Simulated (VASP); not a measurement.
Input of a VASP 6.6.1 run:

Contents of INCAR:

```
SYSTEM = ZnSe2
ALGO = Normal
EDIFF = 1E-7
EDIFFG = -0.01
ENCUT = 600
GGA = PS
IBRION = 2
ISIF = 3
ISMEAR = -1
LASPH = .True.
LCHARG = .False.
LREAL = .False.
LWAVE = .False.
NELM = 100
NSW = 100
PREC = Accurate
SIGMA = 0.03
```

Contents of KPOINTS:

```
k-points
0
Gamma
  4 4 6
  0 0 0
```

File POSCAR:

```
ZnSe2
1.0
    5.7860672500      0.0000000000      0.0000000000
    0.0000000000      5.7860672500      0.0000000000
    0.0000000000      0.0000000000      3.8678141300
Zn Se
2 4
Direct
    0.5000000000      0.5000000000      0.5000000000
    0.0000000000      0.0000000000      0.0000000000
    0.6955720000      0.6955720000      0.0000000000
    0.8044280000      0.1955720000      0.5000000000
    0.3044280000      0.3044280000      0.0000000000
    0.1955720000      0.8044280000      0.5000000000
```

Potentials or basis: VASP PAW PBE potentials, release 64 (Zn, Se).

Launch:

```sh
$ cat potpaw_PBE.64/Zn/POTCAR potpaw_PBE.64/Se/POTCAR > POTCAR
$ mpirun -np 1 vasp_std > vasp.out
```

Q: Predict the space group after relaxing (to 0.1 Å).

A: P4_2/mnm (No. 136).

Q: Estimate the relaxed cell.

A: a = 5.878 Å, b = 5.878 Å, c = 3.810 Å, α = 90.00°, β = 90.00°, γ = 90.00°.

Forces in eV/Å, atoms in the order of the input:
```
Zn   0.000  0.000  0.000
Zn   0.000  0.000  0.000
Se   0.002  0.002  0.000
Se  -0.002  0.002  0.000
Se  -0.002 -0.002  0.000
Se   0.002 -0.002  0.000
```

Caveat: the PAW data sets were made with another functional, which shifts forces and pressure a little.
